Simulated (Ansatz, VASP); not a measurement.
# Al2Cu: VASP beside Ansatz

```
CELL_PARAMETERS angstrom
4.10518 0.00000 0.00000
0.00000 4.10518 0.00000
0.00000 0.00000 2.89131
ATOMIC_POSITIONS crystal
Al 0.50000 0.00000 0.50000
Al 0.00000 0.50000 0.50000
Cu 0.00000 0.00000 0.00000
```

Alike in both runs: task single point; functional PBEsol; k mesh 10 × 10 × 14; occupations fermi-dirac, width 0.2 eV; no spin polarisation.

|  | VASP | Ansatz |
| --- | --- | --- |
| version | VASP 6.6.1 | Ansatz 0.2.0 |
| potentials or method | VASP PAW PBE potentials, release 64 (Al, Cu), cutoff 520 eV | scalar-relativistic, plane waves, PAW |
| valence electrons in the cell | 17 | 25 |

Ansatz gave:

| Quantity | Value |
| --- | --- |
| gap on the k mesh at the Fermi level (eV) | none |
| pressure (GPa) | -2.1 |
| traceless stress, the component that is largest in VASP (GPa) | -0.81 |

Question: Which values does VASP return?

Answer: gap on the k mesh at the Fermi level (eV): none; pressure (GPa): -1.9; traceless stress, the component that is largest in VASP (GPa): -0.81.

VASP's potentials were made for PBE, not for PBEsol. A gap of «none» marks a metal or a gap that the smearing closes. With one functional, cell and mesh, what is left measures potentials, basis and numerics. VASP's potentials hold 17 valence electrons a cell and Ansatz's 25, so a difference there can come from the potentials and not from the codes.
